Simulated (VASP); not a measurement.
# Pb (Fm-3m) in VASP: further runs

The runs below take Pb through relaxation of cell and atoms, with PBE.

All numbers are computed with VASP 6.6.1; they aren't measurements. Logs are shortened: lines on timing, memory, paths and dates and some standing lists are left out, and cuts for length are marked.

**1. The cell of the first run**

Symmetry: Fm-3m, No. 225, cubic system. The conventional cell has a = 4.950 Å, b = 4.950 Å, c = 4.950 Å, α = 90.00°, β = 90.00°, γ = 90.00°. Pb (site symmetry m-3m) has 12 Pb at 3.50 Å within 4.6 Å.

**2. Relaxation of cell and atoms, PBE**

INCAR reads:

```
PREC = Accurate
ENCUT = 500
EDIFF = 1E-7
ISMEAR = -1
SIGMA = 0.05
LREAL = F
LASPH = T
NELM = 120
ALGO = Normal
ISIF = 3
LWAVE = F
LCHARG = F
GGA = PE
IBRION = 2
NSW = 60
EDIFFG = -0.03
GGA_COMPAT = F
NELMIN = 4
```

KPOINTS reads:

```
Automatic mesh
0
Gamma
  15 15 15
```

POSCAR reads:

```
Pb
1.0
    0.0000000000      2.4750000000      2.4750000000
    2.4750000000      0.0000000000      2.4750000000
    2.4750000000      2.4750000000      0.0000000000
Pb
1
Direct
    0.0000000000      0.0000000000      0.0000000000
```

Potentials or basis: VASP PAW PBE potentials, release 64 (Pb_d).

Started as:

```sh
$ cat potpaw_PBE.64/Pb_d/POTCAR > POTCAR
$ mpirun -np 1 vasp_std > vasp.out
```

OUTCAR:

```text
PREC = Accurate
   ENCUT = 500
   EDIFF = 1E-7
   ISMEAR = -1
   LREAL = F
   LASPH = T
   NELM = 120
   ISIF = 3
   GGA = PE
   IBRION = 2
   NSW = 60
   EDIFFG = -0.03
   NELMIN = 4

 ion  position               nearest neighbor table
   1  0.000  0.000  0.000-

  LATTYP: Found a face centered cubic cell.
 ALAT       =     4.9500000000

  Lattice vectors:

 A1 = (   0.0000000000,   2.4750000000,   2.4750000000)
 A2 = (   2.4750000000,   0.0000000000,   2.4750000000)
 A3 = (   2.4750000000,   2.4750000000,   0.0000000000)

Analysis of symmetry for initial positions (statically):
=====================================================================
 Subroutine PRICEL returns:
 Original cell was already a primitive cell.

 Routine SETGRP: Setting up the symmetry group for a
 face centered cubic supercell.

 Subroutine GETGRP returns: Found 48 space group operations
 (whereof 48 operations were pure point group operations)
 out of a pool of 48 trial point group operations.

The static configuration has the point symmetry O_h .

Analysis of symmetry for dynamics (positions and initial velocities):
=====================================================================
 Subroutine PRICEL returns:
 Original cell was already a primitive cell.

 Routine SETGRP: Setting up the symmetry group for a
 face centered cubic supercell.

 Subroutine GETGRP returns: Found 48 space group operations
 (whereof 48 operations were pure point group operations)
 out of a pool of 48 trial point group operations.

The dynamic configuration has the point symmetry O_h .

 Subroutine INISYM returns: Found 48 space group operations
 (whereof 48 operations are pure point group operations),
 and found     1 'primitive' translations

----------------------------------------------------------------------------------------

                                     Primitive cell

  volume of cell :      30.3218

  direct lattice vectors                    reciprocal lattice vectors
     0.000000000  2.475000000  2.475000000    -0.202020202  0.202020202  0.202020202
     2.475000000  0.000000000  2.475000000     0.202020202 -0.202020202  0.202020202
     2.475000000  2.475000000  0.000000000     0.202020202  0.202020202 -0.202020202

  length of vectors
     3.500178567  3.500178567  3.500178567     0.349909254  0.349909254  0.349909254

  position of ions in fractional coordinates (direct lattice)
     0.000000000  0.000000000  0.000000000

  ion indices of the primitive-cell ions
   primitive index   ion index
                 1           1

----------------------------------------------------------------------------------------

 KPOINTS: Automatic mesh

[... 61 lines left out ...]
   ISPIN  =      1    spin polarized calculation?
   LNONCOLLINEAR =      F non collinear calculations
   LSORBIT =      F    spin-orbit coupling
   LASPH  =      T    aspherical Exc in radial PAW
   ENCUT  =  500.0 eV  36.75 Ry    6.06 a.u.   6.38  6.38  6.38*2*pi/ulx,y,z
   NELM   =    120;   NELMIN=  4; NELMDL= -5     # of ELM steps
   EDIFF  = 0.1E-06   stopping-criterion for ELM
   LREAL  =      F    real-space projection
   EDIFFG = -.3E-01   stopping-criterion for IOM
   NSW    =     60    number of steps for IOM
   IBRION =      2    ionic relax: 0-MD 1-quasi-New 2-CG
   NFREE  =      1    steps in history (QN), initial steepest desc. (CG)
   ISIF   =      3    stress and relaxation
   ISYM   =      2    0-nonsym 1-usesym 2-fastsym
   POTIM  = 0.5000    time-step for ionic-motion
   TEBEG  =    0.0;   TEEND  =   0.0 temperature during run
   PSTRESS=    0.0 pullay stress
   NELECT =      14.0000    total number of electrons
   NUPDOWN=      -1.0000    fix difference up-down
   EMIN   =  10.00;   EMAX   =-10.00  energy-range for DOS
   EFERMI =   0.00;   METHOD = LEGACY
   ISMEAR =    -1;   SIGMA  =   0.05  broadening in eV -4-tet -1-fermi 0-gaus
   EFERMI_NEDOS =   21; number of points for ismear=-14 and -15
   IALGO  =     38    algorithm
   IMIX   =      4    mixing-type and parameters
     AMIX     =   0.40;   BMIX     =  1.00
     AMIX_MAG =   1.60;   BMIX_MAG =  1.00
  volume/ion in A,a.u.               =      30.32       204.62
  Fermi-wavevector in a.u.,A,eV,Ry     =   1.265316  2.391100 21.783259  1.601024
  Thomas-Fermi vector in A             =   2.398575
   LORBIT       =      0    0 simple, 1 ext, 2 COOP (PROOUT), +10 PAW based schemes
   GGA     = PE    functional components
   LHFCALC =     F    Hartree Fock is set to
   AEXX    =    0.0000 exact exchange contribution
   IVDW    =     0    specifies the selected vdW correction
   LEPSILON=     F    determine dielectric tensor
   LRPA    =     F    only Hartree local field effects (RPA)
 conjugate gradient relaxation of ions
 non-spin polarized calculation
  energy-cutoff  :      500.00
  volume of cell :       30.32
 maximum number of plane-waves:       785
 NGX is ok and might be reduce to    28
   NGX = 13   NGY = 13   NGZ = 13

--------------------------------------- Ionic step        1  -------------------------------------------

 number of electron      13.9999999 magnetization

 Free energy of the ion-electron system (eV)
  ---------------------------------------------------
  ext. energy  EPLUGINS =         0.00000000
  ---------------------------------------------------
  free energy    TOTEN  =        -3.55545962 eV

  energy without entropy =       -3.55095212  energy(sigma->0) =       -3.55320587

 E-fermi :   7.2480     XC(G=0): -10.1849

 val. band max:        7.2073402237   @ k =   0.4000   0.2667   0.0667
 cond. band min:       7.2577515064   @ k =   0.3333   0.3333   0.0000
 fundamental gap:      0.0504112826
 Fermi energy:         7.2479878479

 k-point     1 :       0.0000    0.0000    0.0000
  band No.  band energies     occupation
      1      -9.7902      2.00000
      2      -9.7902      2.00000
      3      -9.7902      2.00000
      4      -9.6505      2.00000
      5      -9.6505      2.00000
      6      -4.4721      2.00000
      7      14.7008      0.00000
      8      14.7008      0.00000
      9      14.7008      0.00000
     10      17.0456      0.00000
     11      18.6233      0.00000
[... 391 lines left out ...]
--------------------------------------- Ionic step        3  -------------------------------------------

 number of electron      14.0000003 magnetization

 Free energy of the ion-electron system (eV)
  ---------------------------------------------------
  ext. energy  EPLUGINS =         0.00000000
  ---------------------------------------------------
  free energy    TOTEN  =        -3.56689099 eV

  energy without entropy =       -3.56250713  energy(sigma->0) =       -3.56469906

 E-fermi :   6.6632     XC(G=0):  -9.9349

 val. band max:        6.6412120602   @ k =  -0.4667   0.3333   0.0000
 cond. band min:       6.7382420131   @ k =  -0.2667   0.2667   0.0000
 fundamental gap:      0.0970299528
 Fermi energy:         6.6631722622

 k-point     1 :       0.0000    0.0000    0.0000
  band No.  band energies     occupation
      1     -10.3314      2.00000
      2     -10.3314      2.00000
      3     -10.3314      2.00000
      4     -10.2128      2.00000
      5     -10.2128      2.00000
      6      -4.7016      2.00000
      7      13.7156      0.00000
      8      13.7156      0.00000
      9      13.7156      0.00000
     10      16.4323      0.00000
     11      17.3822      0.00000
[... 350 lines left out ...]
  FREE ENERGIE OF THE ION-ELECTRON SYSTEM (eV)
  ---------------------------------------------------
  free  energy   TOTEN  =        -3.5668909866 eV

  energy  without entropy=       -3.5625071253  energy(sigma->0) =       -3.56469906

 reached required accuracy - stopping structural energy minimisation
```

OSZICAR:

```text
N       E                     dE             d eps       ncg     rms          rms(c)
DAV:   1     0.993734688256E+02    0.99373E+02   -0.72917E+03  2682   0.144E+03
DAV:   2     0.954970999805E+00   -0.98418E+02   -0.96342E+02  2706   0.317E+02
DAV:   3    -0.345701850833E+01   -0.44120E+01   -0.43838E+01  3172   0.788E+01
DAV:   4    -0.356248704457E+01   -0.10547E+00   -0.10540E+00  3165   0.134E+01
[... 23 lines left out ...]
DAV:   4    -0.356687287645E+01   -0.83206E-05   -0.10934E-04  2706   0.117E-01    0.116E-02
DAV:   5    -0.356689381224E+01   -0.20936E-04   -0.62444E-05  2712   0.682E-02    0.612E-03
DAV:   6    -0.356689189346E+01    0.19188E-05   -0.31020E-06  3135   0.337E-02    0.126E-03
DAV:   7    -0.356689098741E+01    0.90605E-06   -0.46733E-07  2823   0.701E-03    0.256E-04
DAV:   8    -0.356689098663E+01    0.77671E-09   -0.64612E-09  1398   0.759E-04
   3 F= -.35668910E+01 E0= -.35646991E+01  d E =-.114314E-01
```

Wall time 77 s (1 thread of Intel Xeon 6975P-C (Granite Rapids), shared host); peak memory 0.18 GiB.

What came out:

```yaml
Free_energy: -3.5669 eV
Relaxed_volume: 31.96 Å³/atom
Relaxed_cell: a = 3.562 Å, b = 3.562 Å, c = 3.562 Å, α = 60.00°, β = 60.00°, γ = 60.00°
Space_group_after_relaxing_to_0.1_Å: Fm-3m (No. 225)
Energy_gained_by_relaxing: 11.4 meV/atom
Ionic_steps: 3
Pressure_after_relaxing: 0.0 GPa
Band_gap_on_the_k_mesh: zero (bands 7 and 8 overlap by 8.44 eV)
```

The path:
| step | energy change (eV) | largest force (eV/Å) | pressure (GPa) | volume (Å³) |
| --- | --- | --- | --- | --- |
| 1 | 0.0000 | 0.0000 | 2.34 | 30.32 |
| 2 | -0.0110 | 0.0000 | -0.41 | 32.31 |
| 3 | -0.0114 | 0.0000 | 0.01 | 31.96 |

Final structure:
```xyz
1
Lattice="0.0000 2.5188 2.5188 2.5188 0.0000 2.5188 2.5188 2.5188 0.0000" Properties=species:S:1:pos:R:3 pbc="T T T"
Pb    0.0000    0.0000    0.0000
```

Caveat: spin-orbit coupling is left out, which moves the levels of the heavy elements.

**3. Relaxation of cell and atoms, PBE, target pressure 20 GPa, at which the enthalpy is minimised**

INCAR reads:

```
SYSTEM = Pb
PREC = Accurate
ENCUT = 500
EDIFF = 1E-7
ISMEAR = -1
SIGMA = 0.05
LREAL = .FALSE.
LASPH = .TRUE.
NELM = 120
ALGO = Normal
ISIF = 3
LWAVE = .FALSE.
LCHARG = .FALSE.
GGA = PE
IBRION = 2
NSW = 60
EDIFFG = -0.03
PSTRESS = 200.0
GGA_COMPAT = .FALSE.
NELMIN = 4
```

KPOINTS reads:

```
Automatic mesh
0
G
  15 15 15
  0 0 0
```

POSCAR is that of step 2.

Potentials or basis: VASP PAW PBE potentials, release 64 (Pb_d).

Started as:

```sh
$ cat potpaw_PBE.64/Pb_d/POTCAR > POTCAR
$ mpirun -np 1 vasp_std > vasp.out
```

It took 2.3 min on 1 thread of Intel Xeon 6975P-C (Granite Rapids), shared host; peak memory 0.19 GiB.

It converged, with:

```yaml
Free_energy: -3.2099 eV
Relaxed_volume: 24.52 Å³/atom
Relaxed_cell: a = 3.261 Å, b = 3.261 Å, c = 3.261 Å, α = 60.00°, β = 60.00°, γ = 60.00°
Space_group_after_relaxing_to_0.1_Å: Fm-3m (No. 225)
Energy_change_on_relaxing_the_run_minimises_the_enthalpy: +345.6 meV/atom
Ionic_steps: 5
Pressure_after_relaxing: 20.0 GPa
Band_gap_on_the_k_mesh: zero (bands 7 and 8 overlap by 11.18 eV)
```

Step by step:
```csv
step,energy change (eV),largest force (eV/Å),pressure (GPa),volume (Å³)
1,0.0000,0.0000,2.34,30.32
2,2.3655,0.0000,95.79,17.89
3,0.2935,0.0000,17.86,24.96
4,0.3279,0.0000,19.28,24.67
5,0.3456,0.0000,20.01,24.52
```

Final structure:
```
Pb
1.0
     0.00000    2.30596    2.30596
     2.30596    0.00000    2.30596
     2.30596    2.30596    0.00000
Pb
1
Direct
  0.00000 0.00000 0.00000
```

Levels at points of the mesh, in eV from the Fermi level:
| k point | band 4 | band 5 | band 6 | band 7 | band 8 | band 9 | band 10 | band 11 |
| --- | --- | --- | --- | --- | --- | --- | --- | --- |
| (0.00, 0.00, 0.00) | -17.26 | -17.26 | -13.60 | 8.97 | 8.97 | 8.97 | 9.59 | 13.85 |

Caveat: the cell is relaxed towards a set pressure, so the run minimises the enthalpy, not the energy; the volume moved by over 15 % at a fixed basis, so the end points are rough; spin-orbit coupling is left out, which moves the levels of the heavy elements.

**4. Relaxation of cell and atoms, PBE, target pressure 40 GPa, at which the enthalpy is minimised**

INCAR reads:

```
  PREC = Accurate
  ENCUT = 500
  EDIFF = 1E-7
  ISMEAR = -1
  SIGMA = 0.05
  LREAL = False
  LASPH = True
  NELM = 120
  ALGO = Normal
  ISIF = 3
  LWAVE = False
  LCHARG = False
  GGA = PE
  IBRION = 2
  NSW = 60
  EDIFFG = -0.03
  PSTRESS = 400.0
  GGA_COMPAT = False
  NELMIN = 4
```

KPOINTS reads:

```
regular mesh
0
Gamma
  15 15 15
```

POSCAR is that of step 3.

Potentials or basis: VASP PAW PBE potentials, release 64 (Pb_d).

Started as:

```sh
$ cat potpaw_PBE.64/Pb_d/POTCAR > POTCAR
$ mpirun -np 1 vasp_std > vasp.out
```

OUTCAR:

```text
PREC = Accurate
   ENCUT = 500
   EDIFF = 1E-7
   ISMEAR = -1
   LREAL = False
   LASPH = True
   NELM = 120
   ISIF = 3
   GGA = PE
   IBRION = 2
   NSW = 60
   EDIFFG = -0.03
   PSTRESS = 400.0
   NELMIN = 4

 ion  position               nearest neighbor table
   1  0.000  0.000  0.000-

  LATTYP: Found a face centered cubic cell.
 ALAT       =     4.9500000000

  Lattice vectors:

 A1 = (   0.0000000000,   2.4750000000,   2.4750000000)
 A2 = (   2.4750000000,   0.0000000000,   2.4750000000)
 A3 = (   2.4750000000,   2.4750000000,   0.0000000000)

Analysis of symmetry for initial positions (statically):
=====================================================================
 Subroutine PRICEL returns:
[... 287 lines left out ...]
 fundamental gap:      0.0062556819
 Fermi energy:         9.5122520088

 k-point     1 :       0.0000    0.0000    0.0000
  band No.  band energies     occupation
      1      -7.8919      2.00000
      2      -7.8919      2.00000
      3      -7.8919      2.00000
      4      -7.6592      2.00000
      5      -7.6592      2.00000
      6      -3.6784      2.00000
      7      18.1849      0.00000
      8      18.1849      0.00000
      9      18.1849      0.00000
     10      22.8956      0.00000
     11      23.2170      0.00000
[... 506 lines left out ...]
--------------------------------------- Ionic step        9  -------------------------------------------

 number of electron      14.0000003 magnetization

 Free energy of the ion-electron system (eV)
  ---------------------------------------------------
  ext. energy  EPLUGINS =         0.00000000
  ---------------------------------------------------
  free energy    TOTEN  =        -2.69212287 eV

  energy without entropy =       -2.68863130  energy(sigma->0) =       -2.69037709

 E-fermi :  12.0706     XC(G=0): -11.9120

 val. band max:       11.9858529335   @ k =   0.3333   0.1333   0.0000
 cond. band min:      12.0995653526   @ k =  -0.4000   0.3333   0.1333
 fundamental gap:      0.1137124191
 Fermi energy:        12.0706216503

 k-point     1 :       0.0000    0.0000    0.0000
  band No.  band energies     occupation
      1      -5.8234      2.00000
      2      -5.8234      2.00000
      3      -5.8234      2.00000
      4      -5.4519      2.00000
      5      -5.4519      2.00000
      6      -2.8127      2.00000
      7      21.4373      0.00000
      8      21.9430      0.00000
      9      21.9430      0.00000
     10      21.9430      0.00000
     11      27.1636      0.00000
[... 354 lines left out ...]
  energy  without entropy=       -2.6886313047  energy(sigma->0) =       -2.69037709

  enthalpy is  TOTEN    =         2.7164836860 eV   P V=        5.4086065514

 reached required accuracy - stopping structural energy minimisation
```

CONTCAR:

```text
Pb
   1.00000000000000
     0.0000000000000000    2.2125953487448213    2.2125953487448213
     2.2125953487448213   -0.0000000000000000    2.2125953487448213
     2.2125953487448213    2.2125953487448213   -0.0000000000000000
  Pb
     1
Direct
     0.0000000000000000    0.0000000000000000    0.0000000000000000

  0.00000000E+00  0.00000000E+00  0.00000000E+00
```

Run time: 4.7 min. Hardware: 1 thread of Intel Xeon 6975P-C (Granite Rapids), shared host; peak memory 0.2 GiB.

Results:

| Quantity | Value |
| --- | --- |
| Free energy | -2.6921 eV |
| Relaxed volume | 21.66 Å³/atom |
| Relaxed cell | a = 3.129 Å, b = 3.129 Å, c = 3.129 Å, α = 60.00°, β = 60.00°, γ = 60.00° |
| Space group after relaxing (to 0.1 Å) | Fm-3m (No. 225) |
| Energy change on relaxing (the run minimises the enthalpy) | +863.3 meV/atom |
| Ionic steps | 9 |
| Pressure after relaxing | 40.0 GPa |
| Band gap on the k mesh | zero (bands 7 and 8 overlap by 11.97 eV) |

The path:
```csv
step,energy change (eV),largest force (eV/Å),pressure (GPa),volume (Å³)
1,0.0000,0.0000,2.34,30.32
2,27.1266,0.0000,1315.46,8.57
3,0.0929,0.0000,8.66,27.46
4,0.2314,0.0000,15.22,25.57
5,1.0418,0.0000,46.64,21.00
6,0.8343,0.0000,38.92,21.78
7,0.8719,0.0000,40.33,21.63
8,0.8423,0.0000,39.22,21.75
9,0.8633,0.0000,40.00,21.66
```

Final structure:
```
Pb
1.0
     0.00000    2.21260    2.21260
     2.21260    0.00000    2.21260
     2.21260    2.21260    0.00000
Pb
1
Direct
  0.00000 0.00000 0.00000
```

Levels at points of the mesh, in eV from the Fermi level:
```tsv
k point	band 4	band 5	band 6	band 7	band 8	band 9	band 10	band 11
(0.00, 0.00, 0.00)	-17.52	-17.52	-14.88	9.37	9.87	9.87	9.87	15.09
```

Caveat: the cell is relaxed towards a set pressure, so the run minimises the enthalpy, not the energy; the volume moved by over 15 % at a fixed basis, so the end points are rough; spin-orbit coupling is left out, which moves the levels of the heavy elements.

(Part 1 of 2 ends here.)
